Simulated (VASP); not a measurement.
Set up this calculation in VASP 6.6.1, as the native input.

| Property | Result |
| --- | --- |
| Task | single point |
| Functional | PBEsol |
| Potentials or basis | VASP PAW PBE potentials, release 64 (Nb_sv) |
| Cutoff | 520 eV |
| k mesh | 13 × 13 × 13 |
| Occupations | fermi-dirac, width 0.08 eV |
| Spin | no spin polarisation |
| Dipole correction | no |
| Further INCAR settings | ALGO = Normal; EDIFF = 1e-07; NBANDS = 12 |

The structure of Nb lies in POSCAR:

```
Nb
1.0
    0.0423000000      2.1361500000      2.1361500000
    2.1361500000      0.0423000000      2.1361500000
    2.1361500000      2.1361500000      0.0423000000
Nb
1
Direct
    0.0000000000      0.0000000000      0.0000000000
```

This cell differs from its parent crystal: equal xy, yz and zx shear strains of +2 %.

The input as run:

INCAR

```
SYSTEM = Nb
PREC     = Accurate       ! precision mode
ENCUT    = 520            ! plane-wave cutoff, eV
EDIFF    = 1E-7           ! SCF threshold, eV
ISMEAR   = -1             ! smearing method
SIGMA    = 0.08           ! smearing width, eV
LREAL    = .FALSE.        ! projectors in reciprocal space
LASPH    = .TRUE.         ! aspherical terms in the spheres
NELM     = 80             ! most SCF steps
ALGO     = Normal         ! electronic algorithm
ISIF     = 2              ! what is computed and relaxed
LWAVE    = .FALSE.        ! write WAVECAR
LCHARG   = .FALSE.        ! write CHGCAR
GGA      = PS             ! functional
NBANDS   = 12             ! bands
```

KPOINTS

```
Automatic mesh
0
G
  13 13 13
  0 0 0
```

Potentials or basis: VASP PAW PBE potentials, release 64 (Nb_sv).

Launch:

```sh
$ cat potpaw_PBE.64/Nb_sv/POTCAR > POTCAR
$ mpirun -np 1 vasp_std > vasp.out
```

It gave:

```
Pressure : -6.9 GPa
```

Caveat: the cell differs from its parent crystal (equal xy, yz and zx shear strains of +2 %); the PAW data sets were made with another functional, which shifts forces and pressure a little.

Wall time 17 s on 1 thread of Intel(R) Xeon(R) 6975P-C (Granite Rapids), with other jobs on the host, peak memory 0.17 GiB.
